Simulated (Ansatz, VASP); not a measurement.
## One calculation of AlInAsP3, two programs

Contents of INCAR:

```
ALGO = Normal ; EDIFF = 1E-7
EDIFFG = -0.01 ; ENCUT = 500
GGA = PE ; GGA_COMPAT = F
IBRION = 2 ; ISIF = 3
ISMEAR = 0 ; LASPH = T
LCHARG = F ; LREAL = F
LWAVE = F ; NELM = 120
NELMIN = 4 ; NSW = 100
PREC = Accurate ; SIGMA = 0.1
```

KPOINTS

```
k-points
0
Gamma
  10 10 4
```

File POSCAR:

```
AlInAsP3
1.0
    3.8256508161      0.0000000000      0.0000000000
    0.0000000000      3.8256508161      0.0000000000
    0.0000000000      0.0000000000      9.6463483907
Al In P As
1 1 3 1
Direct
    0.5000000000      0.5000000000      0.0000000000
    0.0000000000      0.0000000000      0.0000000000
    0.0000000000      0.0000000000      0.7237188546
    0.0000000000      0.0000000000      0.2762811454
    0.0000000000      0.0000000000      0.5000000000
    0.5000000000      0.5000000000      0.5000000000
```

Input for Ansatz:

```yaml
crystal:
  lattice:
    - [3.8256508161, 0.0, 0.0]
    - [0.0, 3.8256508161, 0.0]
    - [0.0, 0.0, 9.6463483907]
  atoms:
    - { symbol: Al, position: [0.5, 0.5, 0.0] }
    - { symbol: In, position: [0.0, 0.0, 0.0] }
    - { symbol: P, position: [0.0, 0.0, 0.7237188546] }
    - { symbol: P, position: [0.0, 0.0, 0.2762811454] }
    - { symbol: P, position: [0.0, 0.0, 0.5] }
    - { symbol: As, position: [0.5, 0.5, 0.5] }
basis:
  ecutwfc: 420
kpoints:
  mp_grid: { grid: [10, 10, 4] }
hamiltonian:
  xc: pbe
scf:
  occupations: { method: gaussian, width: 0.1 }
output:
  forces: true
  stress: true
  eigenvalues: true
  write_density: true
  write_potential: true
  elf: true
  volumetric_format: npy
relax:
  adjacent_minimum: "off"
  f_tol: 0.01
  max_steps: 80
  cell: { stress_tol: 0.05 }
```

Alike in both runs: task relaxation of cell and atoms; functional PBE; k mesh 10 × 10 × 4; occupations gaussian, width 0.1 eV; no spin polarisation.

|  | VASP | Ansatz |
| --- | --- | --- |
| version | VASP 6.6.1 | Ansatz 0.2.0 |
| potentials or method | VASP PAW PBE potentials, release 64 (Al, In_d, P, As), cutoff 500 eV | scalar-relativistic, plane waves, PAW |
| valence electrons in the cell | 36 | 46 |

|  | VASP | Ansatz | Ansatz less VASP |
| --- | --- | --- | --- |
| gap on the k mesh at the Fermi level, each at its own relaxed structure (eV) | none | none | - |
| relaxed volume (Å³/atom) | 23.47 | 23.48 | +0.016 |
| relaxed cell length with the largest relative difference (Å) | 9.614 | 9.617 | +0.0024 |

A gap of «none» marks a metal or a gap that the smearing closes. VASP's potentials hold 36 valence electrons a cell and Ansatz's 46, so a difference there can come from the potentials and not from the codes.

Noted on VASP's run: too few bands were computed for a metal, which touches its energy and stress.
